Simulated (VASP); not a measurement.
Input of a VASP 6.6.1 run:

INCAR

```
ALGO = Normal
EDIFF = 1E-6
ENCUT = 520
GGA = PE
ISIF = 2
ISMEAR = 0
LASPH = True
LCHARG = True
LELF = True
LREAL = False
LVHAR = True
LWAVE = False
NBANDS = 16
NELM = 60
PREC = Accurate
SIGMA = 0.1
```

The input KPOINTS:

```
k-points
0
Gamma
  6 6 6
```

The input POSCAR:

```
AgS
1.0
    0.0000000000      2.9110925800      2.9110925800
    2.9110925800      0.0000000000      2.9110925800
    2.9110925800      2.9110925800      0.0000000000
Ag S
1 1
Direct
    0.0000000000      0.0000000000      0.0000000000
    0.5000000000      0.5000000000      0.5000000000
```

Potentials or basis: VASP PAW PBE potentials, release 64 (Ag, S).

Launch:

```console
$ cat potpaw_PBE.64/Ag/POTCAR potpaw_PBE.64/S/POTCAR > POTCAR
$ mpirun -np 1 vasp_std > vasp.out
```

(1) Predict the pressure.

## Answers

(1) -11.2 GPa.
